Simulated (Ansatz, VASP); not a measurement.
**Two plane-wave programs on ScAl2N3**

```
CELL_PARAMETERS angstrom
5.02434 -2.88929 0.00000
5.02434 2.88929 0.00000
0.00000 0.00000 5.36295
ATOMIC_POSITIONS crystal
Al 0.00796 0.33500 0.99166
Al 0.66500 0.99204 0.99166
Al 0.99204 0.66500 0.49166
Al 0.33500 0.00796 0.49166
Sc 0.32216 0.67784 0.98716
Sc 0.67784 0.32216 0.48716
N 0.03539 0.33340 0.35624
N 0.66660 0.96461 0.35624
N 0.96461 0.66660 0.85624
N 0.33340 0.03539 0.85624
N 0.29999 0.70001 0.40504
N 0.70001 0.29999 0.90504
```

Alike in both runs: task relaxation of cell and atoms; functional PBEsol; k mesh 4 × 4 × 4; occupations gaussian, width 0.1 eV; no spin polarisation.

|  | VASP | Ansatz |
| --- | --- | --- |
| version | VASP 6.6.1 | Ansatz 0.2.0 |
| potentials or method | VASP PAW PBE potentials, release 64 (Al, Sc_sv, N), cutoff 600 eV | scalar-relativistic, plane waves, PAW |
| valence electrons in the cell | 64 | 64 |

```csv
,VASP,Ansatz,Ansatz less VASP
"gap on the k mesh at the Fermi level, each at its own relaxed structure (eV)",2.89,2.89,0.000
relaxed volume (Å³/atom),11.48,11.50,+0.017
relaxed length of the cell vector where the two differ most in proportion (Å),5.668,5.674,+0.0056
```

VASP's potentials were made for PBE, not for PBEsol.
